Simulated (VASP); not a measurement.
The system is Si6N.

```
CELL_PARAMETERS angstrom
2.53077 1.46114 4.60272
-2.53077 1.46114 4.60272
0.00000 -2.92228 4.60272
ATOMIC_POSITIONS crystal
Si 0.77519 0.37630 0.08190
Si 0.22481 0.62370 0.91810
Si 0.37630 0.08190 0.77519
Si 0.08190 0.77519 0.37630
Si 0.62370 0.91810 0.22481
Si 0.91810 0.22481 0.62370
N 0.00000 0.00000 0.00000
```

| Property | Result |
| --- | --- |
| Program | VASP 6.6.1 |
| Task | relaxation of cell and atoms |
| Functional | PBE |
| Potentials or basis | VASP PAW PBE potentials, release 64 (Si, N) |
| Cutoff | 600 eV |
| k mesh | 6 × 6 × 6 |
| Occupations | gaussian, width 0.1 eV |
| Spin | no spin polarisation |

At the start: pressure 10.5 GPa; volume 14.59 Å³/atom.

Task: How do energy, volume and symmetry change on relaxing?

Result: Over 17 steps the energy falls by 503.5 meV/atom and the volume is 12.87 Å³/atom (-11.8 %); space group R-3 (No. 148, to 0.05 Å).

The path:
| step | energy change (eV) | largest force (eV/Å) | pressure (GPa) | volume (Å³) |
| --- | --- | --- | --- | --- |
| 1 | 0.0000 | 2.8563 | 10.47 | 102.12 |
| 2 | -1.2555 | 0.7199 | -9.63 | 116.85 |
| 3 | -1.2752 | 0.8952 | -7.86 | 114.70 |
| 4 | -2.1944 | 0.9652 | -7.76 | 106.17 |
| 5 | -2.6972 | 2.1592 | 14.36 | 82.86 |
| 6 | -3.1114 | 0.7616 | -3.34 | 95.39 |
| 7 | -3.2345 | 1.0889 | 4.00 | 88.10 |
| 8 | -3.2713 | 0.8371 | 0.66 | 90.72 |
| 9 | -3.2729 | 0.8673 | 1.16 | 90.27 |
| 10 | -3.4809 | 0.3697 | 1.24 | 89.24 |
| 11 | -3.4958 | 0.2202 | 1.60 | 88.89 |
| 12 | -3.5125 | 0.0960 | -1.46 | 91.30 |
| 13 | -3.5143 | 0.1149 | -0.77 | 90.71 |
| 14 | -3.5213 | 0.0757 | -0.06 | 90.15 |
| 15 | -3.5217 | 0.0838 | 0.17 | 89.98 |
| 16 | -3.5241 | 0.0420 | 0.03 | 90.06 |
| 17 | -3.5245 | 0.0240 | -0.06 | 90.12 |

Final structure:
```xyz
7
Lattice="2.5109 1.4497 4.1263 -2.5109 1.4497 4.1263 0.0000 -2.8994 4.1263" Properties=species:S:1:pos:R:3 pbc="T T T"
Si    0.6422    1.5022    5.1994
Si   -0.6422   -1.5022    7.1794
Si    0.9798   -1.3072    5.1994
Si   -1.6220   -0.1950    5.1994
Si   -0.9798    1.3072    7.1794
Si    1.6220    0.1950    7.1794
N     0.0000    0.0000    0.0000
```
